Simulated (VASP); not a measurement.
A run of VASP 6.6.1 is set up as follows.

Contents of INCAR:

```
SYSTEM = Be
ALGO = Normal
EDIFF = 1E-7
ENCUT = 520
GGA = PE
ISIF = 2
ISMEAR = -1
LASPH = .TRUE.
LCHARG = .FALSE.
LREAL = .FALSE.
LWAVE = .FALSE.
NBANDS = 12
NELM = 80
PREC = Accurate
SIGMA = 0.1
```

KPOINTS

```
k-points
0
G
  18 18 5
  0 0 0
```

File POSCAR:

```
Be
1.0
    2.1929875987      0.0000000000      0.0000000000
   -1.0964937994      1.8991829707      0.0000000000
    0.0000000000      0.0000000000      6.9813081990
Be
4
Direct
    0.0000000000      1.0000000000      1.0000000000
    0.0000000000      0.0000000000      0.5000000000
    0.3333333333      0.6666666667      0.2500000000
    0.6666666667      0.3333333333      0.7500000000
```

Potentials or basis: VASP PAW PBE potentials, release 64 (Be).

The run is started by

```sh
$ cat potpaw_PBE.64/Be/POTCAR > POTCAR
$ mpirun -np 1 vasp_std > vasp.out
```

Q: Estimate the pressure.

A: 11.9 GPa.

Q: Predict the band gap on the k mesh.

A: Zero (band 4 reaches 8.65 eV, above the bottom of band 5 at 7.19 eV).

Stress tensor (GPa, compression positive):
```
11.09  0.00  0.00
 0.00 11.09  0.00
 0.00  0.00 13.59
```
